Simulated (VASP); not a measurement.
Here is a VASP 6.6.1 calculation.

File INCAR:

```
SYSTEM = Al
PREC     = Accurate       ! precision mode
ENCUT    = 600            ! plane-wave cutoff, eV
EDIFF    = 1E-6           ! SCF threshold, eV
ISMEAR   = -1             ! smearing method
SIGMA    = 0.1            ! smearing width, eV
LREAL    = .FALSE.        ! projectors in reciprocal space
LASPH    = .TRUE.         ! aspherical terms in the spheres
NELM     = 60             ! most SCF steps
ALGO     = Normal         ! electronic algorithm
ISIF     = 3              ! what is computed and relaxed
LWAVE    = .FALSE.        ! write WAVECAR
LCHARG   = .FALSE.        ! write CHGCAR
GGA      = B5             ! functional
ALDAX    = 1.0          
AGGAX    = 1.0          
AGGAC    = 1.0          
ALDAC    = 0.0          
IBRION   = 2              ! ionic algorithm
NSW      = 80             ! ionic steps
EDIFFG   = -0.01          ! ionic threshold
```

KPOINTS

```
regular mesh
0
G
  10 10 10
  0 0 0
```

The input POSCAR:

```
Al
1.0
    0.0000000000      2.8194727963      2.8194727963
    2.8194727963      0.0000000000      2.8194727963
    2.8194727963      2.8194727963      0.0000000000
Al
2
Direct
    0.1250000000      0.1250000000      0.1250000000
    0.8750000000      0.8750000000      0.8750000000
```

Potentials or basis: VASP PAW PBE potentials, release 64 (Al).

Launch:

```sh
$ cat potpaw_PBE.64/Al/POTCAR > POTCAR
$ mpirun -np 1 vasp_std > vasp.out
```

**Question.** Predict the band gap on the k mesh.

**Answer.** Zero (band 3 reaches 4.83 eV, above the bottom of band 4 at 1.77 eV).

**Question.** Estimate the relaxed cell.

**Answer.** a = 4.355 Å, b = 4.355 Å, c = 4.355 Å, α = 60.00°, β = 60.00°, γ = 60.00°.

Step by step:
| step | energy change (eV) | largest force (eV/Å) | pressure (GPa) | volume (Å³) |
| --- | --- | --- | --- | --- |
| 1 | 0.0000 | 0.0000 | 14.37 | 44.83 |
| 2 | -0.4856 | 0.0000 | -0.34 | 59.18 |
| 3 | -0.4863 | 0.0000 | 0.05 | 58.40 |

Caveat: the volume moved by over 15 % at a fixed basis, so the end points are rough; the PAW data sets were made with another functional, which shifts forces and pressure a little.
